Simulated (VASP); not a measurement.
Write the native input for VASP 6.6.1 that does the following.

```
Task                   : single point
Functional             : LDA
Potentials or basis    : VASP PAW LDA potentials, release 64 (Ta_pv, Ru_pv)
Cutoff                 : 520 eV
k mesh                 : 18 × 18 × 12
Occupations            : gaussian, width 0.15 eV
Spin                   : no spin polarisation
Dipole correction      : no
Further INCAR settings : ALGO = Fast; EDIFF = 1e-06; NBANDS = 20
```

The structure of TaRu lies in POSCAR:

```
TaRu
1.0
    1.7202868800     -2.3416130000      0.0000000000
    1.7202868800      2.3416130000      0.0000000000
    0.0000000000      0.0000000000      4.1624230000
Ta Ru
1 1
Direct
    0.5000000000      0.5000000000      0.5000000000
    0.0000000000      0.0000000000      0.0000000000
```

This cell differs from its parent crystal: strain +0.0400 x Voigt [1, 0, 0, 0, 0, 0].

One way to write it, as run:

INCAR

```
PREC = Accurate
ENCUT = 520
EDIFF = 1E-6
ISMEAR = 0
SIGMA = 0.15
LREAL = F
LASPH = T
NELM = 80
ALGO = Fast
ISIF = 2
LWAVE = F
LCHARG = F
NBANDS = 20
```

KPOINTS

```
regular mesh
0
Gamma
  18 18 12
```

Potentials or basis: VASP PAW LDA potentials, release 64 (Ta_pv, Ru_pv).

Run with:

```console
$ cat potpaw_LDA.64/Ta_pv/POTCAR potpaw_LDA.64/Ru_pv/POTCAR > POTCAR
$ mpirun -np 1 vasp_std > vasp.out
```

Results of the run:

```json
{"Pressure": "-21.0 GPa", "Band gap on the k mesh": "zero (an odd number of electrons rules out a gap without spin polarisation)"}
```

Caveat: the cell differs from its parent crystal (strain +0.0400 x Voigt [1, 0, 0, 0, 0, 0]); the cell stands under tension; spin-orbit coupling is left out, which moves the levels of the heavy elements.

Wall time 5.5 min on 1 thread of Intel Xeon 8259CL, on a shared host, peak memory 0.5 GiB.
